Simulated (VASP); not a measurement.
Set up this calculation in VASP 6.6.1, as the native input.

```
Task                   : single point
Functional             : PBEsol
Potentials or basis    : VASP PAW PBE potentials, release 64 (Ge_d)
Cutoff                 : 520 eV
k mesh                 : 7 × 7 × 2
Occupations            : gaussian, width 0.15 eV
Spin                   : no spin polarisation
Dipole correction      : no
Further INCAR settings : ALGO = Normal; EDIFF = 1e-06; NBANDS = 36
```

The structure of Ge lies in POSCAR:

```
Ge
1.0
    3.8814381892      0.0000000000      0.0000000000
   -1.9407186155      3.3614234756      0.0000000000
    0.0000000000      0.0000000000     10.5347597217
Ge
4
Direct
    0.0000000000      0.0000000000      0.9774520000
    0.0000000000      0.0000000000      0.4774520000
    0.3333333333      0.6666666667      0.9148480000
    0.6666666667      0.3333333333      0.4148480000
```

These files were run (other wordings do the same):

INCAR

```
SYSTEM = Ge
ALGO = Normal
EDIFF = 1E-6
ENCUT = 520
GGA = PS
ISIF = 2
ISMEAR = 0
LASPH = .TRUE.
LCHARG = .TRUE.
LELF = .TRUE.
LREAL = .FALSE.
LVHAR = .TRUE.
LWAVE = .FALSE.
NBANDS = 36
NELM = 100
PREC = Accurate
SIGMA = 0.15
```

KPOINTS

```
k-points
0
G
  7 7 2
  0 0 0
```

Potentials or basis: VASP PAW PBE potentials, release 64 (Ge_d).

Launch:

```sh
$ cat potpaw_PBE.64/Ge_d/POTCAR > POTCAR
$ mpirun -np 1 vasp_std > vasp.out
```

It gave:

The pressure is 2.9 GPa, the largest force is 0.204 eV/Å and the band gap on the k mesh is 0.83 eV, indirect (least direct gap 0.90 eV).

Caveat: the PAW data sets were made with another functional, which shifts forces and pressure a little.

It took 96 s on 1 thread of Intel(R) Xeon(R) Platinum 8488C (Sapphire Rapids), on a shared host, peak memory 0.27 GiB.
